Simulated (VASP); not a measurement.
# Al7InAs8 (F-43m) in VASP: further runs

Aim: see how the results for Al7InAs8 move with the level of theory and the settings. Levels: r2SCAN, PBEsol. Tasks: single point, relaxation of cell and atoms.

Program: VASP 6.6.1. These are calculated values, not measurements. Logs are shortened: lines on timing, memory, paths and dates and some standing lists are left out, and cuts for length are marked.

## (1) The cell of the first run

It takes space group F-43m (No. 216, cubic). The conventional cell has a = 11.448 Å, b = 11.448 Å, c = 11.448 Å, α = 90.00°, β = 90.00°, γ = 90.00°. Within 3.4 Å of In (site symmetry -43m) lie 4 As at 2.58 Å. Al (site symmetry 2mm) has 4 As at 2.45 to 2.48 Å within 3.2 Å. Within 3.3 Å of Al (site symmetry -43m) lie 4 As at 2.48 Å. Within 3.2 Å of As (site symmetry 3m) lie 3 Al at 2.45 Å and 1 In at 2.58 Å. Within 3.3 Å of As (site symmetry 3m) lie 4 Al at 2.48 Å.

## (2) Single point, r2SCAN

Input file POSCAR:

```
Al7InAs8
1.0
    5.7238382079     -5.7238382079      0.0000000000
    5.7238382079      0.0000000000      5.7238382079
    0.0000000000     -5.7238382079      5.7238382079
In Al As
1 7 8
Direct
    0.5000000000      0.0000000000      0.0000000000
    0.5004298045      0.0004298045      0.4995701955
    0.5004298045      0.4995701955      0.0004298045
    0.5004298045      0.4995701955      0.4995701955
   -0.0004298045      0.0004298045      0.0004298045
   -0.0004298045      0.0004298045      0.4995701955
   -0.0004298045      0.4995701955      0.0004298045
    0.0000000000      0.5000000000      0.5000000000
    0.3697064445      0.3908806665      0.8697064445
    0.3749564739      0.3750145087      0.3750145087
    0.3697064445      0.8697064445      0.8697064445
    0.3697064445      0.8697064445      0.3908806665
    0.8750145087      0.3750145087      0.8749564739
    0.8750145087      0.3750145087      0.3750145087
    0.8908806665      0.8697064445      0.8697064445
    0.8750145087      0.8749564739      0.3750145087
```

Input file INCAR.step1:

```
PREC     = Accurate       # precision mode
ENCUT    = 520            # plane-wave cutoff, eV
ISMEAR   = 0              # smearing method
SIGMA    = 0.02           # smearing width, eV
LREAL    = Auto         
LASPH    = T              # aspherical terms in the spheres
NELM     = 60             # most SCF steps
NBANDS   = 51             # bands
GGA      = PE             # functional
ALGO     = Normal         # electronic algorithm
EDIFF    = 1E-4           # SCF threshold, eV
LWAVE    = T              # write WAVECAR
LCHARG   = F              # write CHGCAR
```

Input file INCAR.step2:

```
PREC     = Accurate       # precision mode
ENCUT    = 520            # plane-wave cutoff, eV
EDIFF    = 1E-6           # SCF threshold, eV
ISMEAR   = 0              # smearing method
SIGMA    = 0.02           # smearing width, eV
LREAL    = Auto         
LASPH    = T              # aspherical terms in the spheres
NELM     = 60             # most SCF steps
ALGO     = Normal         # electronic algorithm
ISIF     = 2              # what is computed and relaxed
LWAVE    = F              # write WAVECAR
LCHARG   = F              # write CHGCAR
METAGGA  = R2SCAN         # meta-GGA
LMIXTAU  = T            
NBANDS   = 51             # bands
ISTART   = 1
```

Input file KPOINTS:

```
regular mesh
0
Gamma
  4 4 4
```

Potentials or basis: VASP PAW PBE potentials, release 64 (In_d, Al, As).

Run with:

```bash
$ cat potpaw_PBE.64/In_d/POTCAR potpaw_PBE.64/Al/POTCAR potpaw_PBE.64/As/POTCAR > POTCAR
$ cp INCAR.step1 INCAR
$ mpirun -np 1 vasp_std > vasp.out
$ cp INCAR.step2 INCAR
$ mpirun -np 1 vasp_std > vasp.out
```

OUTCAR:

```text
PREC = Accurate
   ENCUT = 520
   EDIFF = 1E-6
   ISMEAR = 0
   LREAL = Auto
   LASPH = T
   NELM = 60
   ISIF = 2
   METAGGA = R2SCAN
   ISTART = 1

 ion  position               nearest neighbor table
   1  0.500  0.000  0.000-   9 2.58  12 2.58  15 2.58  11 2.58
   2  0.500  0.000  0.500-  11 2.45  12 2.45  10 2.48  16 2.48
   3  0.500  0.500  0.000-  11 2.45   9 2.45  10 2.48  13 2.48
   4  0.500  0.500  0.500-   9 2.45  12 2.45  14 2.48  10 2.48
   5  1.000  0.000  0.000-  11 2.45  15 2.45  13 2.48  16 2.48
   6  1.000  0.000  0.500-  12 2.45  15 2.45  14 2.48  16 2.48
[... 8 lines left out ...]
  15  0.891  0.870  0.870-   6 2.45   7 2.45   5 2.45   1 2.58
  16  0.875  0.875  0.375-   2 2.48   5 2.48   6 2.48   8 2.48

  LATTYP: Found a face centered cubic cell.
 ALAT       =    11.4476764158

  Lattice vectors:

 A1 = (   5.7238382079,  -5.7238382079,   0.0000000000)
 A2 = (   5.7238382079,   0.0000000000,   5.7238382079)
 A3 = (   0.0000000000,  -5.7238382079,   5.7238382079)

Analysis of symmetry for initial positions (statically):
=====================================================================
 Subroutine PRICEL returns:
 Original cell was already a primitive cell.

 Routine SETGRP: Setting up the symmetry group for a
 face centered cubic supercell.

 Subroutine GETGRP returns: Found 24 space group operations
 (whereof  4 operations were pure point group operations)
 out of a pool of 48 trial point group operations.

The static configuration has the point symmetry C_2v.
 The point group associated with its full space group is T_d .

Analysis of symmetry for dynamics (positions and initial velocities):
=====================================================================
 Subroutine PRICEL returns:
 Original cell was already a primitive cell.

 Routine SETGRP: Setting up the symmetry group for a
 face centered cubic supercell.

 Subroutine GETGRP returns: Found 24 space group operations
 (whereof  4 operations were pure point group operations)
 out of a pool of 48 trial point group operations.

The dynamic configuration has the point symmetry C_2v.
 The point group associated with its full space group is T_d .

 Subroutine INISYM returns: Found 24 space group operations
 (whereof  4 operations are pure point group operations),
 and found     1 'primitive' translations

----------------------------------------------------------------------------------------

                                     Primitive cell

  volume of cell :     375.0525

  direct lattice vectors                    reciprocal lattice vectors
     5.723838208 -5.723838208  0.000000000     0.087353972 -0.087353972 -0.087353972
     5.723838208  0.000000000  5.723838208     0.087353972  0.087353972  0.087353972
     0.000000000 -5.723838208  5.723838208    -0.087353972 -0.087353972  0.087353972

  length of vectors
     8.094729622  8.094729622  8.094729622     0.151301517  0.151301517  0.151301517

  position of ions in fractional coordinates (direct lattice)
     0.500000000  0.000000000  0.000000000
     0.500429805  0.000429805  0.499570195
     0.500429805  0.499570195  0.000429805
     0.500429805  0.499570195  0.499570195
     0.999570195  0.000429805  0.000429805
     0.999570195  0.000429805  0.499570195
[... 8 lines left out ...]
     0.890880667  0.869706444  0.869706444
     0.875014509  0.874956474  0.375014509

  ion indices of the primitive-cell ions
   primitive index   ion index
                 1           1
                 2           2
                 3           3
                 4           4
                 5           5
                 6           6
[... 8 lines left out ...]
                15          15
                16          16

----------------------------------------------------------------------------------------

 KPOINTS: regular mesh

Automatic generation of k-mesh.
 Grid dimensions read from file:
 generate k-points for:    4    4    4

 Generating k-lattice:

  Cartesian coordinates                     Fractional coordinates (reciprocal lattice)
     0.021838493 -0.021838493 -0.021838493     0.250000000  0.000000000  0.000000000
     0.021838493  0.021838493  0.021838493     0.000000000  0.250000000  0.000000000
    -0.021838493 -0.021838493  0.021838493     0.000000000  0.000000000  0.250000000

  Length of vectors
     0.037825379  0.037825379  0.037825379

  Shift w.r.t. Gamma in fractional coordinates (k-lattice)
     0.000000000  0.000000000  0.000000000

 Subroutine IBZKPT returns following result:
 ===========================================

 Found      8 irreducible k-points:

 Following reciprocal coordinates:
            Coordinates               Weight
  0.000000  0.000000  0.000000      1.000000
  0.250000  0.000000  0.000000      8.000000
  0.500000  0.000000  0.000000      4.000000
  0.250000  0.250000  0.000000      6.000000
  0.500000  0.250000  0.000000     24.000000
 -0.250000  0.250000  0.000000     12.000000
[... 64 lines left out ...]
  free energy    TOTEN  =      -196.77697566 eV

  energy without entropy =     -196.77697566  energy(sigma->0) =     -196.77697566

 E-fermi :   3.8774     XC(G=0):  -9.4603

 val. band max:        3.7422715924   @ k =   0.0000   0.0000   0.0000
 cond. band min:       5.5121587507   @ k =   0.0000   0.0000   0.0000
 fundamental gap:      1.7698871583
 Fermi energy:         3.8773821569

 k-point     1 :       0.0000    0.0000    0.0000
  band No.  band energies     occupation
      1     -10.7195      2.00000
      2     -10.7195      2.00000
      3     -10.7195      2.00000
      4     -10.5386      2.00000
      5     -10.5386      2.00000
      6      -8.5776      2.00000
[... 41 lines left out ...]
     48       6.4671      0.00000
     49       8.3068      0.00000

 k-point     2 :       0.2500    0.0000    0.0000
  band No.  band energies     occupation
      1     -10.7211      2.00000
      2     -10.7191      2.00000
      3     -10.7191      2.00000
      4     -10.5386      2.00000
      5     -10.5386      2.00000
      6      -8.4164      2.00000
[... 41 lines left out ...]
     48       7.2387      0.00000
     49       8.4943      0.00000

 k-point     3 :       0.5000    0.0000    0.0000
  band No.  band energies     occupation
      1     -10.7226      2.00000
      2     -10.7188      2.00000
      3     -10.7188      2.00000
      4     -10.5386      2.00000
      5     -10.5386      2.00000
      6      -7.9759      2.00000
[... 41 lines left out ...]
     48       9.0471      0.00000
     49       9.0474      0.00000

 k-point     4 :       0.2500    0.2500    0.0000
  band No.  band energies     occupation
      1     -10.7218      2.00000
      2     -10.7189      2.00000
      3     -10.7189      2.00000
      4     -10.5387      2.00000
      5     -10.5385      2.00000
      6      -8.3625      2.00000
[... 41 lines left out ...]
     48       7.5188      0.00000
     49       7.7216      0.00000

 k-point     5 :       0.5000    0.2500    0.0000
  band No.  band energies     occupation
      1     -10.7234      2.00000
      2     -10.7185      2.00000
      3     -10.7184      2.00000
      4     -10.5387      2.00000
      5     -10.5385      2.00000
      6      -8.0101      2.00000
[... 41 lines left out ...]
     48       8.4409      0.00000
     49       8.6385      0.00000

 k-point     6 :      -0.2500    0.2500    0.0000
  band No.  band energies     occupation
      1     -10.7228      2.00000
      2     -10.7188      2.00000
      3     -10.7185      2.00000
      4     -10.5386      2.00000
      5     -10.5386      2.00000
      6      -8.1593      2.00000
[... 41 lines left out ...]
     48       8.2511      0.00000
     49       8.3561      0.00000

 k-point     7 :       0.5000    0.5000    0.0000
  band No.  band energies     occupation
      1     -10.7241      2.00000
      2     -10.7182      2.00000
      3     -10.7182      2.00000
      4     -10.5388      2.00000
      5     -10.5384      2.00000
      6      -7.7724      2.00000
[... 41 lines left out ...]
     48       9.6503      0.00000
     49       9.6625      0.00000

 k-point     8 :      -0.2500    0.5000    0.2500
  band No.  band energies     occupation
      1     -10.7240      2.00000
      2     -10.7183      2.00000
      3     -10.7182      2.00000
      4     -10.5387      2.00000
      5     -10.5385      2.00000
      6      -7.6185      2.00000
[... 41 lines left out ...]
     48       8.2899      0.00000
     49       8.3992      0.00000
 [bands above 49 left out]

------------------------ aborting loop because EDIFF is reached ----------------------------------------

  FORCE on cell =-STRESS in cart. coord.  units (eV):
  Direction    XX          YY          ZZ          XY          YZ          ZX
  --------------------------------------------------------------------------------------
  -------------------------------------------------------------------------------------
  Total        0.4437939      0.4437939      0.4437939      0.0000000      0.0000000     -0.0000000
  in kB        1.8958320      1.8958320      1.8958320      0.0000000      0.0000000     -0.0000000
  external PRESSURE =       1.8958320 kB  Pullay stress =       0.0000000 kB

 VOLUME and BASIS-vectors are now :
 -----------------------------------------------------------------------------
  energy-cutoff  :      520.00
  volume of cell :      375.05
      direct lattice vectors                 reciprocal lattice vectors
     5.723838208 -5.723838208  0.000000000     0.087353972 -0.087353972 -0.087353972
     5.723838208  0.000000000  5.723838208     0.087353972  0.087353972  0.087353972
     0.000000000 -5.723838208  5.723838208    -0.087353972 -0.087353972  0.087353972

 POSITION                                       TOTAL-FORCE (eV/Angst)
 -----------------------------------------------------------------------------------
      2.86192     -2.86192      0.00000         0.000000     -0.000000      0.000000
      2.86684     -5.72384      2.86192        -0.030413     -0.000000      0.000000
      5.72384     -2.86684      2.86192         0.000000      0.030413      0.000000
      5.72384     -5.72384      5.71892         0.000000     -0.000000      0.030413
      5.72384     -5.72384      0.00492         0.000000     -0.000000     -0.030413
      5.72384     -8.58084      2.86192         0.000000     -0.030413      0.000000
[... 8 lines left out ...]
     10.07732    -10.07732      9.95612         0.018744     -0.018744     -0.018744
     10.01655     -7.15496      7.15463         0.002218      0.002218      0.002218
 -----------------------------------------------------------------------------------
    total drift:                                0.000012     -0.000012      0.000012

  FREE ENERGIE OF THE ION-ELECTRON SYSTEM (eV)
  ---------------------------------------------------
  free  energy   TOTEN  =      -196.7769756617 eV

  energy  without entropy=     -196.7769756617  energy(sigma->0) =     -196.77697566
```

It took 7.3 min on 1 thread of Intel Xeon 6975P-C (Granite Rapids), shared host; peak memory 0.58 GiB.

Results:

* Free energy: -196.7770 eV
* Pressure: 0.2 GPa
* Largest force: 0.032 eV/Å
* Band gap on the k mesh: 1.77 eV

Forces on the atoms (eV/Å):
```
In   0.000  0.000  0.000
Al  -0.030  0.000  0.000
Al   0.000  0.030  0.000
Al   0.000  0.000  0.030
Al   0.000  0.000 -0.030
Al   0.000 -0.030  0.000
Al   0.030  0.000  0.000
Al   0.000  0.000  0.000
As   0.019  0.019  0.019
As   0.002 -0.002 -0.002
As  -0.019  0.019 -0.019
As  -0.019 -0.019  0.019
As  -0.002 -0.002  0.002
As  -0.002  0.002 -0.002
As   0.019 -0.019 -0.019
As   0.002  0.002  0.002
```

Caveat: the PAW data sets were made with another functional, which shifts forces and pressure a little; spin-orbit coupling is left out, which moves the levels of the heavy elements.

## (3) Relaxation of cell and atoms, PBEsol

Input file INCAR:

```
PREC = Accurate ; ENCUT = 600
EDIFF = 1E-7 ; ISMEAR = 0
SIGMA = 0.02 ; LREAL = Auto
LASPH = True ; NELM = 80
ALGO = Normal ; ISIF = 3
LWAVE = False ; LCHARG = False
GGA = PS ; IBRION = 2
NSW = 100 ; EDIFFG = -0.005
```

KPOINTS is that of step 2.

Input file POSCAR:

```
Al7InAs8
1.0
    5.7262083313     -5.7262083313      0.0000000000
    5.7262083313      0.0000000000      5.7262083313
    0.0000000000     -5.7262083313      5.7262083313
In Al As
1 7 8
Direct
    0.5000000000      0.0000000000      0.0000000000
    0.5006032030      0.0006032030      0.4993967970
    0.5006032030      0.4993967970      0.0006032030
    0.5006032030      0.4993967970      0.4993967970
   -0.0006032030      0.0006032030      0.0006032030
   -0.0006032030      0.0006032030      0.4993967970
   -0.0006032030      0.4993967970      0.0006032030
    0.0000000000      0.5000000000      0.5000000000
    0.3694100627      0.3917698119      0.8694100627
    0.3749079204      0.3750306932      0.3750306932
    0.3694100627      0.8694100627      0.8694100627
    0.3694100627      0.8694100627      0.3917698119
    0.8750306932      0.3750306932      0.8749079204
    0.8750306932      0.3750306932      0.3750306932
    0.8917698119      0.8694100627      0.8694100627
    0.8750306932      0.8749079204      0.3750306932
```

Potentials or basis: VASP PAW PBE potentials, release 64 (In_d, Al, As).

Run with:

```bash
$ cat potpaw_PBE.64/In_d/POTCAR potpaw_PBE.64/Al/POTCAR potpaw_PBE.64/As/POTCAR > POTCAR
$ mpirun -np 1 vasp_std > vasp.out
```

It took 14 min on 1 thread of Intel Xeon 6975P-C (Granite Rapids), shared host; peak memory 0.81 GiB.

It converged, with:

```yaml
Free_energy: -78.8280 eV
Relaxed_volume: 23.53 Å³/atom
Relaxed_cell: a = 8.105 Å, b = 8.105 Å, c = 8.105 Å, α = 60.00°, β = 60.00°, γ = 60.00°
Space_group_after_relaxing_to_0.1_Å: F-43m (No. 216)
Energy_gained_by_relaxing: 0.1 meV/atom
Ionic_steps: 5
Pressure_after_relaxing: 0.0 GPa
Largest_force_after_relaxing: 0.004 eV/Å
Band_gap_on_the_k_mesh: 1.33 eV
```

Forces in eV/Å, atoms in the order of the input:
```
In   0.000  0.000  0.000
Al  -0.004  0.000  0.000
Al   0.000  0.004  0.000
Al   0.000  0.000  0.004
Al   0.000  0.000 -0.004
Al   0.000 -0.004  0.000
Al   0.004  0.000  0.000
Al   0.000  0.000  0.000
As   0.000  0.000  0.000
As   0.001 -0.001 -0.001
As   0.000  0.000  0.000
As   0.000  0.000  0.000
As  -0.001 -0.001  0.001
As  -0.001  0.001 -0.001
As   0.000  0.000  0.000
As   0.001  0.001  0.001
```

The path:
```tsv
step	energy change (eV)	largest force (eV/Å)	pressure (GPa)	volume (Å³)
1	0.0000	0.0746	0.16	375.52
2	-0.0012	0.0356	-0.08	376.82
3	-0.0012	0.0371	-0.07	376.77
4	-0.0015	0.0073	-0.02	376.50
5	-0.0015	0.0036	0.00	376.43
```

Final structure:
```xyz
16
Lattice="5.7308 -5.7308 0.0000 5.7308 0.0000 5.7308 0.0000 -5.7308 5.7308" Properties=species:S:1:pos:R:3 pbc="T T T"
In    2.8654   -2.8654    0.0000
Al    2.8707   -5.7308    2.8654
Al    5.7308   -2.8707    2.8654
Al    5.7308   -5.7308    5.7255
Al    5.7308   -5.7308    0.0053
Al    5.7308   -8.5910    2.8654
Al    8.5910   -5.7308    2.8654
Al    2.8654   -2.8654    5.7308
As    4.3583   -7.1034    7.2237
As    4.2979   -4.2979    4.2984
As    7.1034   -7.1034    9.9688
As    7.1034   -4.3583    7.2237
As    7.1638  -10.0287    7.1633
As    7.1638   -7.1638    4.2984
As   10.0891  -10.0891    9.9688
As   10.0287   -7.1638    7.1633
```

Levels at points of the mesh, in eV from the valence-band top:
| k point | band 35 | band 36 | band 37 | band 38 | band 39 | band 40 |
| --- | --- | --- | --- | --- | --- | --- |
| (0.00, 0.00, 0.00) | 0.00 | 0.00 | 0.00 | 1.33 | 1.33 | 1.33 |
| (0.50, 0.00, 0.00) | -0.62 | -0.37 | -0.37 | 2.24 | 2.27 | 2.30 |
| (0.50, 0.50, 0.00) | -0.92 | -0.79 | -0.79 | 2.37 | 2.45 | 3.10 |

Caveat: the PAW data sets were made with another functional, which shifts forces and pressure a little; spin-orbit coupling is left out, which moves the levels of the heavy elements.
